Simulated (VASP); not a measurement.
# Si2W (Cmmm) in VASP: notebook, part 2 of 2

VASP 6.6.1. Earlier steps stand in the parts before.

## 4. Single point, PBE

Contents of INCAR:

```
SYSTEM = Si2W
ALGO = Normal ; EDIFF = 1E-6
ENCUT = 520 ; GGA = PE
ISIF = 2 ; ISMEAR = 0
LASPH = .True. ; LCHARG = .False.
LREAL = .False. ; LWAVE = .False.
NBANDS = 18 ; NELM = 100
PREC = Accurate ; SIGMA = 0.1
```

Contents of KPOINTS:

```
k-points
0
Gamma
  4 4 6
  0 0 0
```

Contents of POSCAR:

```
Si2W
1.0
    2.8169399582     -4.0197293744      0.0000000000
    2.8169399582      4.0197293744      0.0000000000
    0.0000000000      0.0000000000      2.6467591933
Si W
2 1
Direct
    0.0000000000      0.5000000000      0.0000000000
    0.5000000000      0.0000000000      0.0000000000
    0.0000000000      0.0000000000      0.0000000000
```

Potentials or basis: VASP PAW PBE potentials, release 64 (Si, W_sv).

Run with:

```
> cat potpaw_PBE.64/Si/POTCAR potpaw_PBE.64/W_sv/POTCAR > POTCAR
> mpirun -np 1 vasp_std > vasp.out
```

OUTCAR:

```text
SYSTEM = Si2W
   EDIFF = 1E-6
   ENCUT = 520
   GGA = PE
   ISIF = 2
   ISMEAR = 0
   LASPH = .True.
   LREAL = .False.
   NELM = 100
   PREC = Accurate

 ion  position               nearest neighbor table
   1  0.000  0.500  0.000-   3 2.45   3 2.45   2 2.82   2 2.82
   2  0.500  0.000  0.000-   3 2.45   3 2.45   1 2.82   1 2.82
   3  0.000  0.000  0.000-   1 2.45   2 2.45   1 2.45   2 2.45

  LATTYP: Found a base centered orthorhombic cell.
 ALAT       =     5.6338799164
 B/A-ratio  =     1.4269843994
 C/A-ratio  =     0.4697933276

  Lattice vectors:

 A1 = (   2.8169399582,  -4.0197293744,   0.0000000000)
 A2 = (   2.8169399582,   4.0197293744,   0.0000000000)
 A3 = (   0.0000000000,   0.0000000000,   2.6467591933)

Analysis of symmetry for initial positions (statically):
=====================================================================
 Subroutine PRICEL returns:
 Original cell was already a primitive cell.

 Routine SETGRP: Setting up the symmetry group for a
 base centered orthorhombic supercell.

 Subroutine GETGRP returns: Found  8 space group operations
 (whereof  8 operations were pure point group operations)
 out of a pool of  8 trial point group operations.

The static configuration has the point symmetry D_2h.

Analysis of symmetry for dynamics (positions and initial velocities):
=====================================================================
 Subroutine PRICEL returns:
 Original cell was already a primitive cell.

 Routine SETGRP: Setting up the symmetry group for a
 base centered orthorhombic supercell.

 Subroutine GETGRP returns: Found  8 space group operations
 (whereof  8 operations were pure point group operations)
 out of a pool of  8 trial point group operations.

The dynamic configuration has the point symmetry D_2h.

 Subroutine INISYM returns: Found  8 space group operations
 (whereof  8 operations are pure point group operations),
 and found     1 'primitive' translations

----------------------------------------------------------------------------------------

                                     Primitive cell

  volume of cell :      59.9403

  direct lattice vectors                    reciprocal lattice vectors
     2.816939958 -4.019729374  0.000000000     0.177497571 -0.124386483  0.000000000
     2.816939958  4.019729374  0.000000000     0.177497571  0.124386483  0.000000000
     0.000000000  0.000000000  2.646759193     0.000000000  0.000000000  0.377820545

  length of vectors
     4.908500277  4.908500277  2.646759193     0.216742670  0.216742670  0.377820545

  position of ions in fractional coordinates (direct lattice)
     0.000000000  0.500000000  0.000000000
     0.500000000  0.000000000  0.000000000
     0.000000000  0.000000000  0.000000000

  ion indices of the primitive-cell ions
   primitive index   ion index
                 1           1
                 2           2
                 3           3

----------------------------------------------------------------------------------------

 KPOINTS: k-points

Automatic generation of k-mesh.
 Grid dimensions read from file:
 generate k-points for:    4    4    6

 Generating k-lattice:

  Cartesian coordinates                     Fractional coordinates (reciprocal lattice)
     0.044374393 -0.031096621  0.000000000     0.250000000  0.000000000  0.000000000
     0.044374393  0.031096621  0.000000000     0.000000000  0.250000000  0.000000000
     0.000000000  0.000000000  0.062970091     0.000000000  0.000000000  0.166666667

  Length of vectors
     0.054185667  0.054185667  0.062970091

  Shift w.r.t. Gamma in fractional coordinates (k-lattice)
     0.000000000  0.000000000  0.000000000

 Subroutine IBZKPT returns following result:
 ===========================================

 Found     28 irreducible k-points:

 Following reciprocal coordinates:
            Coordinates               Weight
  0.000000  0.000000  0.000000      1.000000
  0.250000 -0.000000  0.000000      4.000000
  0.500000 -0.000000  0.000000      2.000000
  0.250000  0.250000  0.000000      2.000000
  0.500000  0.250000  0.000000      4.000000
 -0.250000  0.250000  0.000000      2.000000
[... 16 lines left out ...]
  0.250000 -0.000000  0.500000      4.000000
  0.500000 -0.000000  0.500000      2.000000
 [... further k-points ...]
   k-points           NKPTS =     28   k-points in BZ     NKDIM =     28   number of bands    NBANDS=     18
   number of dos      NEDOS =    301   number of ions     NIONS =      3
   total plane-waves  NPLWV =  32000
   dimension x,y,z NGX =    40 NGY =   40 NGZ =   20
   dimension x,y,z NGXF=    80 NGYF=   80 NGZF=   40
   ions per type =               2   1
   NGX,Y,Z   is equivalent  to a cutoff of  13.55, 13.55, 12.56 a.u.
   NGXF,Y,Z  is equivalent  to a cutoff of  27.10, 27.10, 25.12 a.u.
 SYSTEM =  Si2W
   PREC   = accura    normal or accurate (medium, high low for compatibility)
   ISTART =      0    job   : 0-new  1-cont  2-samecut
   ICHARG =      2    charge: 1-file 2-atom 10-const
   ISPIN  =      1    spin polarized calculation?
   LNONCOLLINEAR =      F non collinear calculations
   LSORBIT =      F    spin-orbit coupling
   LASPH  =      T    aspherical Exc in radial PAW
   ENCUT  =  520.0 eV  38.22 Ry    6.18 a.u.   9.13  9.13  4.92*2*pi/ulx,y,z
   NELM   =    100;   NELMIN=  2; NELMDL= -5     # of ELM steps
   EDIFF  = 0.1E-05   stopping-criterion for ELM
   LREAL  =      F    real-space projection
   EDIFFG = 0.1E-04   stopping-criterion for IOM
   NSW    =      0    number of steps for IOM
   IBRION =     -1    ionic relax: 0-MD 1-quasi-New 2-CG
   NFREE  =      0    steps in history (QN), initial steepest desc. (CG)
   ISIF   =      2    stress and relaxation
   ISYM   =      2    0-nonsym 1-usesym 2-fastsym
   POTIM  = 0.5000    time-step for ionic-motion
   TEBEG  =    0.0;   TEEND  =   0.0 temperature during run
   PSTRESS=    0.0 pullay stress
   NELECT =      22.0000    total number of electrons
   NUPDOWN=      -1.0000    fix difference up-down
   EMIN   =  10.00;   EMAX   =-10.00  energy-range for DOS
   EFERMI =   0.00;   METHOD = LEGACY
   ISMEAR =     0;   SIGMA  =   0.10  broadening in eV -4-tet -1-fermi 0-gaus
   EFERMI_NEDOS =   21; number of points for ismear=-14 and -15
   IALGO  =     38    algorithm
   IMIX   =      4    mixing-type and parameters
     AMIX     =   0.40;   BMIX     =  1.00
     AMIX_MAG =   1.60;   BMIX_MAG =  1.00
  volume/ion in A,a.u.               =      19.98       134.83
  Fermi-wavevector in a.u.,A,eV,Ry     =   1.172131  2.215006 18.692920  1.373891
  Thomas-Fermi vector in A             =   2.308564
   LORBIT       =      0    0 simple, 1 ext, 2 COOP (PROOUT), +10 PAW based schemes
   GGA     = PE    functional components
   LHFCALC =     F    Hartree Fock is set to
   AEXX    =    0.0000 exact exchange contribution
   IVDW    =     0    specifies the selected vdW correction
   LEPSILON=     F    determine dielectric tensor
   LRPA    =     F    only Hartree local field effects (RPA)
 non-spin polarized calculation
 Gauss-broadening in eV      SIGMA  =   0.10
  energy-cutoff  :      520.00
  volume of cell :       59.94
 maximum number of plane-waves:      1636
 NGX is ok and might be reduce to    40
   NGX = 19   NGY = 19   NGZ =  9

 number of electron      21.9999999 magnetization

 Free energy of the ion-electron system (eV)
  ---------------------------------------------------
  ext. energy  EPLUGINS =         0.00000000
  ---------------------------------------------------
  free energy    TOTEN  =       -21.49926554 eV

  energy without entropy =      -21.49282247  energy(sigma->0) =      -21.49604401

 E-fermi :   6.5288     XC(G=0): -10.3347

 val. band max:        6.5160395586   @ k =  -0.2500   0.2500   0.3333
 cond. band min:       6.5422895034   @ k =  -0.2500   0.2500   0.5000
 fundamental gap:      0.0262499448
 Fermi energy:         6.5288482299

 k-point     1 :       0.0000    0.0000    0.0000
  band No.  band energies     occupation
      1     -67.2662      2.00000
      2     -31.6735      2.00000
      3     -31.4385      2.00000
      4     -30.9277      2.00000
      5      -4.8084      2.00000
      6      -1.4235      2.00000
[... 10 lines left out ...]
     17      12.0738      0.00000
     18      14.2713      0.00000
[... 463 lines left out ...]
 k-point    24 :       0.5000   -0.0000    0.5000
  band No.  band energies     occupation
      1     -67.1763      2.00000
      2     -32.1024      2.00000
      3     -31.5384      2.00000
      4     -31.3053      2.00000
      5       0.0358      2.00000
      6       1.3853      2.00000
[... 10 lines left out ...]
     17      12.5097      0.00000
     18      12.8219      0.00000

 [... further k-points ...]
[... 5 lines left out ...]
  --------------------------------------------------------------------------------------
  -------------------------------------------------------------------------------------
  Total        0.0135685      0.0332613      0.0795045     -0.0000000      0.0000000      0.0000000
  in kB        0.3626805      0.8890592      2.1251190     -0.0000000      0.0000000      0.0000000
  external PRESSURE =       1.1256196 kB  Pullay stress =       0.0000000 kB

 VOLUME and BASIS-vectors are now :
 -----------------------------------------------------------------------------
  energy-cutoff  :      520.00
  volume of cell :       59.94
      direct lattice vectors                 reciprocal lattice vectors
     2.816939958 -4.019729374  0.000000000     0.177497571 -0.124386483  0.000000000
     2.816939958  4.019729374  0.000000000     0.177497571  0.124386483  0.000000000
     0.000000000  0.000000000  2.646759193     0.000000000  0.000000000  0.377820545

 POSITION                                       TOTAL-FORCE (eV/Angst)
 -----------------------------------------------------------------------------------
      1.40847      2.00986      0.00000         0.000000      0.000000      0.000000
      1.40847     -2.00986      0.00000         0.000000     -0.000000      0.000000
      0.00000      0.00000      0.00000        -0.000000     -0.000000      0.000000
 -----------------------------------------------------------------------------------
    total drift:                               -0.000000     -0.000000     -0.000000

  FREE ENERGIE OF THE ION-ELECTRON SYSTEM (eV)
  ---------------------------------------------------
  free  energy   TOTEN  =       -21.4992655440 eV

  energy  without entropy=      -21.4928224731  energy(sigma->0) =      -21.49604401
```

Run time: 41 s. Hardware: 1 thread of AMD EPYC 7R13 (Zen 3), shared host; peak memory 0.16 GiB.

Results:

```
Free energy            : -21.4993 eV
Pressure               : 0.1 GPa
Band gap on the k mesh : zero (band 11 reaches 8.43 eV, above the bottom of band 12 at 6.01 eV)
```

Stress tensor (GPa, compression positive):
```
0.04 0.00 0.00
0.00 0.09 0.00
0.00 0.00 0.21
```

Levels at points of the mesh, in eV from the Fermi level:
```csv
k point,band 8,band 9,band 10,band 11,band 12,band 13,band 14,band 15
"(0.00, 0.00, 0.00)",-3.91,-1.70,-1.54,-1.20,1.70,1.71,2.55,3.03
"(0.50, 0.00, 0.00)",-3.60,-2.42,-2.21,-0.23,1.23,2.40,2.91,2.98
"(0.50, 0.50, 0.00)",-5.04,-3.67,-3.37,1.90,2.28,2.92,4.95,5.63
"(0.00, 0.00, 0.50)",-3.26,-2.48,-1.89,-1.05,-0.05,2.07,2.13,3.86
"(0.50, 0.00, 0.50)",-3.73,-2.72,-2.56,-0.42,0.74,1.42,3.19,3.38
"(0.50, 0.50, 0.50)",-3.96,-2.63,-2.08,-1.90,0.64,0.90,1.10,2.92
```

Caveat: the k points lie up to 0.40 Å⁻¹ apart; spin-orbit coupling is left out, which moves the levels of the heavy elements.

## 5. Relaxation of cell and atoms, PBE

This run uses another cell than the first one, of 17.50 Å³/atom, 0.876 times its volume.

Contents of INCAR:

```
SYSTEM = Si2W
PREC = Accurate ; ENCUT = 600
EDIFF = 1E-6 ; ISMEAR = 0
SIGMA = 0.1 ; LREAL = .FALSE.
LASPH = .TRUE. ; NELM = 60
ALGO = Normal ; ISIF = 3
LWAVE = .FALSE. ; LCHARG = .FALSE.
GGA = PE ; IBRION = 2
NSW = 90 ; EDIFFG = -0.04
```

Contents of KPOINTS:

```
Automatic mesh
0
G
  4 4 6
  0 0 0
```

Contents of POSCAR:

```
Si2W
1.0
    2.6952269400     -3.5769423300      0.0000000000
    2.6952269400      3.5769423300      0.0000000000
    0.0000000000      0.0000000000      2.7223819300
Si W
2 1
Direct
    0.0000000000      0.5000000000      0.0000000000
    0.5000000000      0.0000000000      0.0000000000
    0.0000000000      0.0000000000      0.0000000000
```

Run with:

```
> cat potpaw_PBE.64/Si/POTCAR potpaw_PBE.64/W_sv/POTCAR > POTCAR
> mpirun -np 1 vasp_std > vasp.out
```

Wall time 3.9 min (1 thread of AMD EPYC 7R13 (Zen 3), shared host); peak memory 0.16 GiB.

Results (log left out):

```yaml
Free_energy: -21.4979 eV
Relaxed_volume: 19.96 Å³/atom
Relaxed_cell: a = 4.912 Å, b = 4.912 Å, c = 2.648 Å, α = 90.00°, β = 90.00°, γ = 110.36°
Space_group_after_relaxing_to_0.05_Å: Cmmm (No. 65)
Energy_gained_by_relaxing: 393.7 meV/atom
Ionic_steps: 12
Pressure_after_relaxing: 0.0 GPa
Band_gap_on_the_k_mesh: zero (band 11 reaches 8.43 eV, above the bottom of band 12 at 6.03 eV)
```

Stress tensor (GPa, compression positive):
```
 0.21  0.00  0.00
 0.00 -0.22  0.00
 0.00  0.00  0.00
```

The path:
```
step  energy change (eV)  largest force (eV/Å)  pressure (GPa)  volume (Å³)
   1              0.0000                0.0000           29.38        52.49
   2              0.4654                0.0000          -18.30        79.86
   3             -1.1131                0.0000           -3.65        63.04
   4             -1.1174                0.0000           -2.54        62.47
   5             -1.1177                0.0000           -2.14        62.26
   6             -1.1763                0.0000           -0.26        60.49
   7             -1.1777                0.0000           -0.55        60.70
   8             -1.1777                0.0000           -0.58        60.73
   9             -1.1791                0.0000            0.37        60.17
  10             -1.1791                0.0000            0.25        60.24
  11             -1.1806                0.0000            0.17        60.14
  12             -1.1812                0.0000            0.00        59.88
```

Final structure:
```
Si W
1.0
     2.80444   -4.03242    0.00000
     2.80444    4.03242    0.00000
     0.00000    0.00000    2.64769
Si W
2 1
Direct
  0.00000 0.50000 0.00000
  0.50000 0.00000 0.00000
  0.00000 0.00000 0.00000
```

Levels at points of the mesh, in eV from the Fermi level:
```
           k point  band 8  band 9  band 10  band 11  band 12  band 13  band 14  band 15
(0.00, 0.00, 0.00)   -3.93   -1.72    -1.52    -1.26     1.68     1.69     2.52     3.02
(0.50, 0.00, 0.00)   -3.61   -2.40    -2.23    -0.21     1.19     2.37     2.90     2.97
(0.50, 0.50, 0.00)   -5.06   -3.67    -3.39     1.87     2.25     2.91     5.02     5.63
(0.00, 0.00, 0.50)   -3.28   -2.48    -1.88    -1.11    -0.06     2.07     2.09     3.82
(0.50, 0.00, 0.50)   -3.75   -2.73    -2.57    -0.41     0.72     1.39     3.14     3.39
(0.50, 0.50, 0.50)   -3.95   -2.61    -2.09    -1.92     0.61     0.88     1.07     2.89
```

Caveat: the k points lie up to 0.40 Å⁻¹ apart in the final cell; spin-orbit coupling is left out, which moves the levels of the heavy elements.

## 6. Single point, PBE

This run uses another cell than the first one, of 19.84 Å³/atom, 0.993 times its volume.

Contents of INCAR:

```
SYSTEM = Si2W
PREC = Accurate
ENCUT = 520
EDIFF = 1E-6
ISMEAR = 0
SIGMA = 0.1
LREAL = .FALSE.
LASPH = .TRUE.
NELM = 80
ALGO = Normal
ISIF = 2
LWAVE = .FALSE.
LCHARG = .TRUE.
GGA = PE
LELF = .TRUE.
LVHAR = .TRUE.
NBANDS = 18
```

Contents of KPOINTS:

```
Automatic mesh
0
G
  10 10 18
  0 0 0
```

Contents of POSCAR:

```
Si2W
1.0
    2.7510215393     -4.0408079736      0.0000000000
    2.7510215393      4.0408079736      0.0000000000
    0.0000000000      0.0000000000      2.6771891642
Si W
2 1
Direct
    0.0000000000      0.5000000000      0.0000000000
    0.5000000000      0.0000000000      0.0000000000
    0.0000000000      0.0000000000      0.0000000000
```

Potentials or basis: VASP PAW PBE potentials, release 64 (Si, W_sv).

Run with:

```
> cat potpaw_PBE.64/Si/POTCAR potpaw_PBE.64/W_sv/POTCAR > POTCAR
> mpirun -np 1 vasp_std > vasp.out
```

It took 5.2 min on 1 thread of AMD EPYC 7R13 (Zen 3), shared host; peak memory 0.37 GiB.

It converged, with:

```yaml
Free_energy: -21.4707 eV
Pressure: 0.1 GPa
Band_gap_on_the_k_mesh: zero (band 11 reaches 8.53 eV, above the bottom of band 12 at 5.75 eV)
```

Stress tensor (GPa, compression positive):
```
0.01 0.00 0.00
0.00 0.03 0.00
0.00 0.00 0.12
```

Levels at points of the mesh, in eV from the Fermi level:
| k point | band 7 | band 8 | band 9 | band 10 | band 11 | band 12 | band 13 | band 14 | band 15 | band 16 |
| --- | --- | --- | --- | --- | --- | --- | --- | --- | --- | --- |
| (0.00, 0.00, 0.00) | -4.41 | -3.77 | -1.76 | -1.39 | -1.35 | 1.73 | 1.79 | 2.39 | 2.89 | 5.70 |
| (0.50, 0.00, 0.00) | -4.94 | -3.50 | -2.31 | -2.24 | -0.01 | 1.18 | 2.21 | 2.83 | 3.05 | 6.22 |
| (0.50, 0.50, 0.00) | -6.98 | -5.13 | -3.67 | -3.25 | 1.89 | 2.07 | 2.77 | 5.45 | 5.77 | 5.92 |
| (0.00, 0.00, 0.50) | -4.49 | -3.19 | -2.37 | -1.73 | -1.35 | -0.17 | 1.84 | 2.07 | 3.73 | 4.46 |
| (0.50, 0.00, 0.50) | -5.15 | -3.76 | -2.69 | -2.63 | -0.47 | 0.87 | 1.25 | 3.01 | 3.40 | 3.43 |
| (0.50, 0.50, 0.50) | -4.30 | -3.83 | -2.60 | -2.18 | -2.11 | 0.75 | 1.01 | 1.06 | 2.81 | 3.29 |

Caveat: spin-orbit coupling is left out, which moves the levels of the heavy elements.

## 7. Summary

| task | cell | k mesh | cutoff (eV) | gap on the mesh (eV) | pressure (GPa) | relaxed volume (Å³/atom) |
| --- | --- | --- | --- | --- | --- | --- |
| relaxation of cell and atoms | relaxed from a = 4.909, b = 4.909, c = 2.647 Å, angles 90.0, 90.0, 110.0°, 3 atoms | 10 × 10 × 18 | 600 | none | 0.0 | 19.86 |
| single point | a = 4.479, b = 4.479, c = 2.722 Å, angles 90.0, 90.0, 106.0°, 3 atoms | 4 × 4 × 6 | 520 | none | 29.4 | - |
| single point | a = 4.909, b = 4.909, c = 2.647 Å, angles 90.0, 90.0, 110.0°, 3 atoms | 4 × 4 × 6 | 520 | none | 0.1 | - |
| relaxation of cell and atoms | relaxed from a = 4.479, b = 4.479, c = 2.722 Å, angles 90.0, 90.0, 106.0°, 3 atoms | 4 × 4 × 6 | 600 | none | 0.0 | 19.96 |
| single point | a = 4.888, b = 4.888, c = 2.677 Å, angles 90.0, 90.0, 111.5°, 3 atoms | 10 × 10 × 18 | 520 | none | 0.1 | - |

Alike in all rows: level PBE; potentials or basis VASP PAW PBE potentials, release 64 (Si, W_sv); no spin polarisation; smearing gaussian 0.1 eV.

Caveats: some runs use coarse meshes; spin-orbit coupling is left out, which moves the levels of the heavy elements.

Total energies depend on the potentials used, so only differences within one code and one set of settings carry meaning.
